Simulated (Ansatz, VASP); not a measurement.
Ru: VASP beside Ansatz

```
CELL_PARAMETERS angstrom
0.00000 1.96897 1.81145
1.96897 0.00000 1.81145
1.96897 1.96897 0.00000
ATOMIC_POSITIONS crystal
Ru 0.00000 0.00000 0.00000
```

Alike in both runs: task single point; functional PBEsol; k mesh 24 × 24 × 24; occupations gaussian, width 0.15 eV; no spin polarisation.

```csv
,VASP,Ansatz
version,VASP 6.6.1,Ansatz 0.2.0
potentials or method,"VASP PAW PBE potentials, release 64 (Ru_pv), cutoff 520 eV","scalar-relativistic, plane waves, PAW"
valence electrons in the cell,14,16
```

|  | VASP | Ansatz | Ansatz less VASP |
| --- | --- | --- | --- |
| gap on the k mesh at the Fermi level (eV) | none | none | - |
| pressure (GPa) | -13.9 | -13.8 | +0.16 |
| traceless stress, the component that is largest in VASP (GPa) | 13.72 | 13.74 | +0.024 |

VASP's potentials were made for PBE, not for PBEsol. A gap of «none» marks a metal or a gap that the smearing closes. VASP's potentials hold 14 valence electrons a cell and Ansatz's 16, so a difference there can come from the potentials and not from the codes.
